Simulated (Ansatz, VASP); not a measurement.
## BaTiO3 in VASP and in Ansatz

INCAR

```
SYSTEM = BaTiO3
  PREC = Accurate
  ENCUT = 520
  EDIFF = 1E-6
  ISMEAR = 0
  SIGMA = 0.05
  LREAL = .FALSE.
  LASPH = .TRUE.
  NELM = 150
  ALGO = Normal
  ISIF = 2
  LWAVE = .FALSE.
  LCHARG = .FALSE.
  LMAXMIX = 4
  LDAU = .TRUE.
  LDAUTYPE = 2
  LDAUL = -1 2 -1
  LDAUU = 0 4 0
  LDAUJ = 0 0 0
  LDAUPRINT = 1
  GGA = PE
  NBANDS = 51
```

Contents of KPOINTS:

```
regular mesh
0
G
  6 6 4
  0 0 0
```

Contents of POSCAR:

```
BaTiO3
1.0
    2.8603720851      1.6514365933      2.3460535783
   -2.8603720851      1.6514365933      2.3460535783
    0.0000000000     -6.6057463733      4.6921071566
Ba Ti O
2 2 6
Direct
    0.0026800181      0.0026800181      0.0013400090
    0.0026800181      0.0026800181      0.5013400090
    0.5127992509      0.5127992509      0.2563996255
    0.5127992509      0.5127992509      0.7563996255
    0.4903227049      0.4903227049      0.4912876606
    0.4903227049      0.4903227049      0.9912876606
    0.4903227049      0.9825753212      0.2451613525
    0.4903227049      0.9825753212      0.7451613525
    0.9825753212      0.4903227049      0.2451613525
    0.9825753212      0.4903227049      0.7451613525
```

Input for Ansatz:

```yaml
crystal:
  lattice:
    - [2.8603720851, 1.6514365933, 2.3460535783]
    - [-2.8603720851, 1.6514365933, 2.3460535783]
    - [0.0, -6.6057463733, 4.6921071566]
  atoms:
    - { symbol: Ba, position: [0.0026800181, 0.0026800181, 0.001340009] }
    - { symbol: Ba, position: [0.0026800181, 0.0026800181, 0.501340009] }
    - { symbol: Ti, position: [0.5127992509, 0.5127992509, 0.2563996255] }
    - { symbol: Ti, position: [0.5127992509, 0.5127992509, 0.7563996255] }
    - { symbol: O, position: [0.4903227049, 0.4903227049, 0.4912876606] }
    - { symbol: O, position: [0.4903227049, 0.4903227049, 0.9912876606] }
    - { symbol: O, position: [0.4903227049, 0.9825753212, 0.2451613525] }
    - { symbol: O, position: [0.4903227049, 0.9825753212, 0.7451613525] }
    - { symbol: O, position: [0.9825753212, 0.4903227049, 0.2451613525] }
    - { symbol: O, position: [0.9825753212, 0.4903227049, 0.7451613525] }
basis:
  ecutwfc: 420
kpoints:
  mp_grid: { grid: [6, 6, 4] }
hamiltonian:
  xc: pbe
  hubbard: { sites: [{ species: Ti, l: d, u_eff: 4.0 }] }
scf:
  occupations: { method: gaussian, width: 0.05 }
output:
  forces: true
  stress: true
  eigenvalues: true
```

Alike in both runs: task single point; functional PBE; k mesh 6 × 6 × 4; occupations gaussian, width 0.05 eV; no spin polarisation; Hubbard terms Ti d U = 4.0 eV.

|  | VASP | Ansatz |
| --- | --- | --- |
| version | VASP 6.6.1 | Ansatz 0.2.0 |
| potentials or method | VASP PAW PBE potentials, release 64 (Ba_sv, Ti_sv, O), cutoff 520 eV | scalar-relativistic, plane waves, PAW |
| valence electrons in the cell | 80 | 80 |

|  | VASP | Ansatz | Ansatz less VASP |
| --- | --- | --- | --- |
| gap on the k mesh at the Fermi level (eV) | 2.62 | 2.65 | +0.026 |
| least direct gap on the mesh (eV) | 2.88 | 2.82 | -0.065 |
| pressure (GPa) | 3.5 | 0.0 | -3.46 |
| traceless stress, the component that is largest in VASP (GPa) | -0.30 | 0.00 | +0.299 |
| rms of the force components (eV/Å) | 0.226 | 0.000 | -0.2254 |

The programs project onto different local orbitals, so the same U acts differently, and such runs can settle in different states. Atom by atom the forces differ by 0.226 eV/Å (rms over components).

Spin-orbit coupling is off throughout.
